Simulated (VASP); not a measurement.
**MgS (Niningerite): relaxation of cell and atoms with PBE+D3(BJ)**

The system is MgS (Niningerite).

```
CELL_PARAMETERS angstrom
0.00000 2.61486 2.61486
2.61486 0.00000 2.61486
2.61486 2.61486 0.00000
ATOMIC_POSITIONS crystal
Mg 0.00000 0.00000 0.00000
S 0.50000 0.50000 0.50000
```

| Property | Result |
| --- | --- |
| Program | VASP 6.6.1 |
| Task | relaxation of cell and atoms |
| Functional | PBE |
| Dispersion | D3(BJ) |
| Potentials or basis | VASP PAW PBE potentials, release 64 (Mg, S) |
| Cutoff | 600 eV |
| k mesh | 8 × 8 × 8 |
| Occupations | gaussian, width 0.02 eV |
| Spin | no spin polarisation |
| Dipole correction | no |
| Further INCAR settings | ALGO = Normal; EDIFF = 1e-07; IBRION = 2; EDIFFG = -0.005; NSW = 70; ISIF = 3 |

| Quantity | Value |
| --- | --- |
| Relaxed volume | 17.06 Å³/atom |
| Relaxed cell | a = 3.641 Å, b = 3.641 Å, c = 3.641 Å, α = 60.00°, β = 60.00°, γ = 60.00° |
| Space group after relaxing (to 0.05 Å) | Fm-3m (No. 225) |
| Energy gained by relaxing | 9.2 meV/atom |
| Ionic steps | 3 |
| Pressure after relaxing | 0.0 GPa |
| Band gap on the k mesh | 2.84 eV, indirect (least direct gap 3.96 eV) |
| Dispersion energy per atom | -0.367 eV |

The path:
```
step  energy change (eV)  largest force (eV/Å)  pressure (GPa)  volume (Å³)
   1              0.0000                0.0000           -3.46        35.76
   2             -0.0175                0.0000            0.83        33.79
   3             -0.0183                0.0000            0.01        34.13
```

Final structure:
```
Mg S
1.0
     0.00000    2.57454    2.57454
     2.57454    0.00000    2.57454
     2.57454    2.57454    0.00000
Mg S
1 1
Direct
  0.00000 0.00000 0.00000
  0.50000 0.50000 0.50000
```

Levels at points of the mesh, in eV from the valence-band top:
| k point | band 1 | band 2 | band 3 | band 4 | band 5 | band 6 | band 7 | band 8 |
| --- | --- | --- | --- | --- | --- | --- | --- | --- |
| (0.00, 0.00, 0.00) | -12.85 | 0.00 | 0.00 | 0.00 | 3.96 | 7.93 | 7.93 | 7.93 |
| (0.50, 0.00, 0.00) | -11.46 | -5.00 | -0.63 | -0.63 | 4.59 | 6.94 | 6.94 | 10.46 |
| (0.50, 0.50, 0.00) | -11.07 | -4.36 | -1.75 | -1.75 | 2.84 | 4.30 | 12.32 | 12.91 |

Run time: 14 s on 1 thread of Intel(R) Xeon(R) 6975P-C (Granite Rapids) (shared host), peak memory 0.18 GiB.

A k mesh can miss the band edges. A hybrid or GW would open this gap; PBE tends to underestimate it.
